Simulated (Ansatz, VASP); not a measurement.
## Y in VASP and in Ansatz

The input INCAR:

```
SYSTEM = Y
  PREC = Accurate
  ENCUT = 520
  EDIFF = 1E-6
  ISMEAR = 0
  SIGMA = 0.1
  LREAL = .FALSE.
  LASPH = .TRUE.
  NELM = 60
  ALGO = Fast
  ISIF = 2
  LWAVE = .FALSE.
  LCHARG = .TRUE.
  GGA = PS
  LELF = .TRUE.
  LVHAR = .TRUE.
  NBANDS = 12
```

File KPOINTS:

```
regular mesh
0
G
  14 14 14
  0 0 0
```

POSCAR

```
Y
1.0
    0.0000000000      2.4505827500      2.4505827500
    2.4505827500      0.0000000000      2.4505827500
    2.4505827500      2.4505827500      0.0000000000
Y
1
Direct
    0.0000000000      0.0000000000      0.0000000000
```

Input for Ansatz:

```yaml
crystal:
  lattice:
    - [0.0, 2.45058275, 2.45058275]
    - [2.45058275, 0.0, 2.45058275]
    - [2.45058275, 2.45058275, 0.0]
  atoms:
    - { symbol: "Y", position: [0.0, 0.0, 0.0] }
basis:
  ecutwfc: 420
kpoints:
  mp_grid: { grid: [14, 14, 14] }
hamiltonian:
  xc: pbesol
scf:
  occupations: { method: gaussian, width: 0.1 }
output:
  forces: true
  stress: true
  eigenvalues: true
```

Alike in both runs: task single point; functional PBEsol; k mesh 14 × 14 × 14; occupations gaussian, width 0.1 eV; no spin polarisation.

|  | VASP | Ansatz |
| --- | --- | --- |
| version | VASP 6.6.1 | Ansatz 0.2.0 |
| potentials or method | VASP PAW PBE potentials, release 64 (Y_sv), cutoff 520 eV | scalar-relativistic, plane waves, PAW |
| valence electrons in the cell | 11 | 11 |

Ansatz gave:

```
gap on the k mesh at the Fermi level (eV) : none
pressure (GPa)                            : 2.1
```

**Question.** Which values does VASP return?

**Answer.** gap on the k mesh at the Fermi level (eV): none; pressure (GPa): 1.9.

VASP's potentials were made for PBE, not for PBEsol. A gap of «none» marks a metal or a gap that the smearing closes. The functional is the same, so the differences come from potentials, cutoffs and numerics.
